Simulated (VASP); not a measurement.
# Ge (P6_3/mmc) in VASP: notebook, part 2 of 2

VASP 6.6.1.

**4. Single point, r2SCAN**

This run uses another cell than the first one, of 23.40 Å³/atom.

POSCAR reads:

```
Ge
1.0
    4.0306253991      0.0000000000      0.0000000000
   -2.0153126996      3.4906239587      0.0000000000
    0.0000000000      0.0000000000      6.6539207875
Ge
4
Direct
    0.6666666667      0.3333333333      0.0629010000
    0.3333333333      0.6666666667      0.5629010000
    0.6666666667      0.3333333333      0.4370990000
    0.3333333333      0.6666666667      0.9370990000
```

INCAR.step1 reads:

```
PREC = Accurate
ENCUT = 520
ISMEAR = -1
SIGMA = 0.05
LREAL = False
LASPH = True
NELM = 80
NBANDS = 36
GGA = PE
ALGO = Normal
EDIFF = 1E-4
LWAVE = True
LCHARG = False
```

INCAR.step2 reads:

```
PREC = Accurate
ENCUT = 520
EDIFF = 1E-7
ISMEAR = -1
SIGMA = 0.05
LREAL = False
LASPH = True
NELM = 80
ALGO = Normal
ISIF = 2
LWAVE = False
LCHARG = False
METAGGA = R2SCAN
LMIXTAU = True
NBANDS = 36
ISTART = 1
```

KPOINTS reads:

```
regular mesh
0
Gamma
  7 7 4
```

Potentials or basis: VASP PAW PBE potentials, release 64 (Ge_d).

Started as:

```bash
$ cat potpaw_PBE.64/Ge_d/POTCAR > POTCAR
$ cp INCAR.step1 INCAR
$ mpirun -np 1 vasp_std > vasp.out
$ cp INCAR.step2 INCAR
$ mpirun -np 1 vasp_std > vasp.out
```

OUTCAR:

```text
PREC = Accurate
   ENCUT = 520
   EDIFF = 1E-7
   ISMEAR = -1
   LREAL = False
   LASPH = True
   NELM = 80
   ISIF = 2
   METAGGA = R2SCAN
   ISTART = 1

 ion  position               nearest neighbor table
   1  0.667  0.333  0.063-   4 2.47   4 2.47   4 2.47   3 2.49
   2  0.333  0.667  0.563-   3 2.47   3 2.47   3 2.47   4 2.49
   3  0.667  0.333  0.437-   2 2.47   2 2.47   2 2.47   1 2.49
   4  0.333  0.667  0.937-   1 2.47   1 2.47   1 2.47   2 2.49

  LATTYP: Found a hexagonal cell.
 ALAT       =     4.0306253991
[... 1133 lines left out ...]
  Direction    XX          YY          ZZ          XY          YZ          ZX
  --------------------------------------------------------------------------------------
  -------------------------------------------------------------------------------------
  Total       -0.9107000     -0.9107000     -0.9863495      0.0000000     -0.0000000      0.0000000
  in kB      -15.5859329    -15.5859326    -16.8806156      0.0000000     -0.0000000      0.0000000
  external PRESSURE =     -16.0174937 kB  Pullay stress =       0.0000000 kB

 VOLUME and BASIS-vectors are now :
 -----------------------------------------------------------------------------
  energy-cutoff  :      520.00
  volume of cell :       93.62
      direct lattice vectors                 reciprocal lattice vectors
     4.030625399  0.000000000  0.000000000     0.248100456  0.143240866  0.000000000
    -2.015312700  3.490623959  0.000000000     0.000000000  0.286481733  0.000000000
     0.000000000  0.000000000  6.653920787     0.000000000  0.000000000  0.150287332

 POSITION                                       TOTAL-FORCE (eV/Angst)
 -----------------------------------------------------------------------------------
      2.01531      1.16354      0.41854        -0.000000      0.000000      0.006564
     -0.00000      2.32708      3.74550        -0.000000     -0.000000      0.006564
      2.01531      1.16354      2.90842        -0.000000      0.000000     -0.006564
     -0.00000      2.32708      6.23538         0.000000     -0.000000     -0.006564
 -----------------------------------------------------------------------------------
    total drift:                                0.000000     -0.000000      0.000000

  FREE ENERGIE OF THE ION-ELECTRON SYSTEM (eV)
  ---------------------------------------------------
  free  energy   TOTEN  =       -55.3920682118 eV

  energy  without entropy=      -55.3905325067  energy(sigma->0) =      -55.39130036
```

OSZICAR.step1:

```text
N       E                     dE             d eps       ncg     rms          rms(c)
DAV:   1     0.487500401649E+03    0.48750E+03   -0.28477E+04  1996   0.424E+03
DAV:   2     0.659011498421E+02   -0.42160E+03   -0.41084E+03  1728   0.797E+02
DAV:   3    -0.136170064719E+02   -0.79518E+02   -0.78403E+02  1892   0.205E+02
DAV:   4    -0.180493969835E+02   -0.44324E+01   -0.44167E+01  2044   0.559E+01
DAV:   5    -0.181391755611E+02   -0.89779E-01   -0.89725E-01  1968   0.880E+00    0.435E+00
DAV:   6    -0.180335913335E+02    0.10558E+00   -0.61640E-02  1924   0.200E+00    0.257E+00
DAV:   7    -0.179758284828E+02    0.57763E-01   -0.96298E-02  1884   0.220E+00    0.191E-01
DAV:   8    -0.179793011880E+02   -0.34727E-02   -0.12394E-02  1876   0.103E+00    0.851E-02
DAV:   9    -0.179801316207E+02   -0.83043E-03   -0.82977E-04  1496   0.129E-01    0.220E-02
DAV:  10    -0.179801885646E+02   -0.56944E-04   -0.96162E-05  1488   0.976E-02
   1 F= -.17980189E+02 E0= -.17979541E+02  d E =-.129483E-02
```

Wall time 8.2 min (1 thread of Intel Xeon 8259CL, shared host); peak memory 0.24 GiB.

Results:

```yaml
Free_energy: -55.3921 eV
Pressure: -1.6 GPa
Largest_force: 0.007 eV/Å
Band_gap_on_the_k_mesh: zero (filled and empty bands touch)
```

Forces in eV/Å, atoms in the order of the input:
```
Ge   0.000  0.000  0.007
Ge   0.000  0.000  0.007
Ge   0.000  0.000 -0.007
Ge   0.000  0.000 -0.007
```

Stress tensor (GPa, compression positive):
```
-1.56  0.00  0.00
 0.00 -1.56  0.00
 0.00  0.00 -1.69
```

Levels at points of the mesh, in eV from the Fermi level:
| k point | band 24 | band 25 | band 26 | band 27 | band 28 | band 29 | band 30 | band 31 | band 32 | band 33 |
| --- | --- | --- | --- | --- | --- | --- | --- | --- | --- | --- |
| (0.00, 0.00, 0.00) | -1.63 | -1.63 | -0.28 | 0.00 | 0.00 | 0.00 | 0.01 | 2.30 | 2.30 | 2.79 |
| (0.00, 0.00, 0.50) | -5.01 | -0.99 | -0.99 | -0.99 | -0.99 | 0.76 | 0.76 | 3.45 | 3.45 | 3.45 |

Caveat: semilocal functionals underestimate gaps, so a narrow gap can read as zero; the PAW data sets were made with another functional, which shifts forces and pressure a little.

**5. Overview**

| cell | gap on the mesh (eV) | pressure (GPa) | largest force (eV/Å) |
| --- | --- | --- | --- |
| a = 3.964, b = 3.964, c = 6.544 Å, angles 90.0, 90.0, 120.0°, 4 atoms | 0.13 | 1.9 | 0.02 |
| a = 3.998, b = 3.998, c = 6.599 Å, angles 90.0, 90.0, 120.0°, 4 atoms | 0.07 | 0.0 | 0.01 |
| a = 4.031, b = 4.031, c = 6.654 Å, angles 90.0, 90.0, 120.0°, 4 atoms | none | -1.6 | 0.01 |

Alike in all rows: task single point; level r2SCAN; potentials or basis VASP PAW PBE potentials, release 64 (Ge_d); no spin polarisation; k mesh 7 × 7 × 4; cutoff (eV) 520; smearing fermi-dirac 0.05 eV.

Caveats: the PAW data sets were made with another functional, which shifts forces and pressure a little; an odd mesh through Γ misses points on the zone boundary, where band edges can lie (at least some runs); semilocal functionals underestimate gaps, so a narrow gap can read as zero (at least some runs).

Absolute energies hang on the potentials; compare differences alone.
